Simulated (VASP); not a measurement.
Input of a VASP 6.6.1 run:

Contents of INCAR:

```
PREC = Accurate
ENCUT = 520
EDIFF = 1E-8
ISMEAR = -1
SIGMA = 0.01
LREAL = False
LASPH = True
NELM = 80
ALGO = Normal
ISIF = 2
LWAVE = False
LCHARG = False
GGA = PE
LEFG = True
NBANDS = 24
```

KPOINTS

```
regular mesh
0
Gamma
  9 9 5
```

File POSCAR:

```
TaN
1.0
    3.0480019786      0.0304800198      0.0304800198
   -1.4976045179      2.6244071343      0.0111564616
    0.0491800000      0.0491800000      4.9180000000
Ta N
2 2
Direct
    0.0000000000      0.0000000000      0.0000000000
    0.0000000000      0.0000000000      0.5000000000
    0.3333333333      0.6666666667      0.2500000000
    0.6666666667      0.3333333333      0.7500000000
```

Potentials or basis: VASP PAW PBE potentials, release 64 (Ta_pv, N).

Run with:

```bash
$ cat potpaw_PBE.64/Ta_pv/POTCAR potpaw_PBE.64/N/POTCAR > POTCAR
$ mpirun -np 1 vasp_std > vasp.out
```

Estimate the largest force.

0.402 eV/Å.

Estimate the band gap on the k mesh.

zero (bands 16 and 17 overlap by 2.47 eV).

Predict the pressure.

61.5 GPa.

Forces on the atoms (eV/Å):
```
Ta   0.000  0.000  0.000
Ta   0.000  0.000  0.000
N    0.401  0.012 -0.027
N   -0.401 -0.012  0.027
```

Caveat: the cell differs from its parent crystal (equal xy, yz and zx shear strains of +2 %); the cell stands under pressure; without QUAD_EFG the Cq values of the log hold for a quadrupole moment of 1 mb, not for the nuclei; spin-orbit coupling is left out, which moves the levels of the heavy elements.
